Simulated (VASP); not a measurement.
Wanted: the native input for a VASP 6.6.1 run.

- Task: single point
- Functional: LDA
- Potentials or basis: VASP PAW LDA potentials, release 64 (Mo_sv)
- Cutoff: 520 eV
- k mesh: 18 × 18 × 18
- Occupations: gaussian, width 0.05 eV
- Spin: no spin polarisation
- Dipole correction: no
- Further INCAR settings: ALGO = Normal; EDIFF = 1e-06; NBANDS = 13

The structure of Mo lies in POSCAR:

```
Mo
1.0
   -1.5555464685      1.5555464685      1.5555464685
    1.5555464685     -1.5555464685      1.5555464685
    1.5555464685      1.5555464685     -1.5555464685
Mo
1
Direct
    0.0000000000      0.0000000000      0.0000000000
```

One way to write it, as run:

INCAR

```
SYSTEM = Mo
PREC = Accurate ; ENCUT = 520
EDIFF = 1E-6 ; ISMEAR = 0
SIGMA = 0.05 ; LREAL = .FALSE.
LASPH = .TRUE. ; NELM = 100
ALGO = Normal ; ISIF = 2
LWAVE = .FALSE. ; LCHARG = .FALSE.
GGA = CA ; NBANDS = 13
```

KPOINTS

```
regular mesh
0
G
  18 18 18
  0 0 0
```

Potentials or basis: VASP PAW LDA potentials, release 64 (Mo_sv).

Launch:

```bash
$ cat potpaw_LDA.64/Mo_sv/POTCAR > POTCAR
$ mpirun -np 1 vasp_std > vasp.out
```

It gave:

| Item | Value |
| --- | --- |
| Pressure | 1.2 GPa |
| Band gap on the k mesh | zero (band 7 reaches 17.31 eV, above the bottom of band 8 at 11.63 eV) |

Wall time 30 s on 1 thread of Intel Xeon 8259CL, with other jobs on the host, peak memory 0.14 GiB.
